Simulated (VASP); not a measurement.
Write the native input for VASP 6.6.1 that does the following.

- Task: single point
- Functional: PBE
- Potentials or basis: VASP PAW PBE potentials, release 64 (Al, As)
- Cutoff: 500 eV
- k mesh: 8 × 8 × 8
- Occupations: gaussian, width 0.01 eV
- Spin: non-collinear spin, zero start, spin-orbit coupling
- Starting moments: [[0.0, 0.0, 0.0], [0.0, 0.0, 0.0]] μB
- Dipole correction: no
- Further INCAR settings: ALGO = Normal; EDIFF = 1e-06; NBANDS = 20

The structure of AlAs lies in POSCAR:

```
AlAs
1.0
    0.0000000000      2.8389251756      2.8389251756
    2.8389251756      0.0000000000      2.8389251756
    2.8389251756      2.8389251756      0.0000000000
Al As
1 1
Direct
    0.0000000000      0.0000000000      0.0000000000
    0.2500000000      0.2500000000      0.2500000000
```

These files were run (other wordings do the same):

INCAR

```
ALGO     = Normal         # electronic algorithm
EDIFF    = 1E-6           # SCF threshold, eV
ENCUT    = 500            # plane-wave cutoff, eV
GGA      = PE             # functional
GGA_COMPAT= F            
ISIF     = 2              # what is computed and relaxed
ISMEAR   = 0              # smearing method
LASPH    = T              # aspherical terms in the spheres
LCHARG   = F              # write CHGCAR
LORBIT   = 11             # projections on sites
LORBMOM  = T            
LREAL    = F              # projectors in reciprocal space
LSORBIT  = T              # spin-orbit coupling
LWAVE    = F              # write WAVECAR
MAGMOM   = 0 0 0 0 0 0    # initial moments
NBANDS   = 20             # bands
NELM     = 200            # most SCF steps
PREC     = Accurate       # precision mode
SIGMA    = 0.01           # smearing width, eV
```

KPOINTS

```
k-points
0
Gamma
  8 8 8
```

Potentials or basis: VASP PAW PBE potentials, release 64 (Al, As).

Run with:

```bash
$ cat potpaw_PBE.64/Al/POTCAR potpaw_PBE.64/As/POTCAR > POTCAR
$ mpirun -np 1 vasp_ncl > vasp.out
```

Results of the run:

| Quantity | Value |
| --- | --- |
| Pressure | 2.1 GPa |
| Net moment | 0.00 μB per cell |
| Valence electrons inside the program's atomic spheres | Al 0.77; As 2.90 |

Run time: 52 s on 1 thread of Intel(R) Xeon(R) Platinum 8559C (Emerald Rapids) (shared host), peak memory 0.3 GiB.
